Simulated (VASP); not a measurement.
Ta2F, 6 atoms in the cell. The structure is trigonal, space group P-3m1 (No. 164). Conventional cell: a = 2.939 Å, b = 2.939 Å, c = 13.682 Å, α = 90.00°, β = 90.00°, γ = 120.00°. Within 2.9 Å of Ta (site symmetry 3m) lie 3 F at 2.23 Å. Ta (site symmetry 3m) has 12 Ta at 2.94 to 3.03 Å within 3.9 Å. F (site symmetry 3m) has 3 Ta at 2.23 Å within 2.9 Å. 

| Quantity | Value |
| --- | --- |
| Program | VASP 6.6.1 |
| Task | single point |
| Functional | PBE |
| Potentials or basis | VASP PAW PBE potentials, release 64 (Ta_pv, F) |
| Cutoff | 520 eV |
| k mesh | 12 × 12 × 4 |
| Occupations | gaussian, width 0.1 eV |
| Spin | no spin polarisation |
| Dipole correction | no |
| Further INCAR settings | ALGO = Normal; EDIFF = 1e-06; NBANDS = 38 |

Potentials or basis: VASP PAW PBE potentials, release 64 (Ta_pv, F).

Command:

```console
$ cat potpaw_PBE.64/Ta_pv/POTCAR potpaw_PBE.64/F/POTCAR > POTCAR
$ mpirun -np 1 vasp_std > vasp.out
```

Hardware: 1 thread of Intel(R) Xeon(R) Platinum 8375C CPU @ 2.90GHz (Ice Lake) (shared host).

**Question.** How long does it take, and how much memory?

**Answer.** It took 3.2 min on 1 thread of Intel(R) Xeon(R) Platinum 8375C CPU @ 2.90GHz (Ice Lake) (shared host), peak memory 0.37 GiB. Counts: scf iterations 16, k points 69.
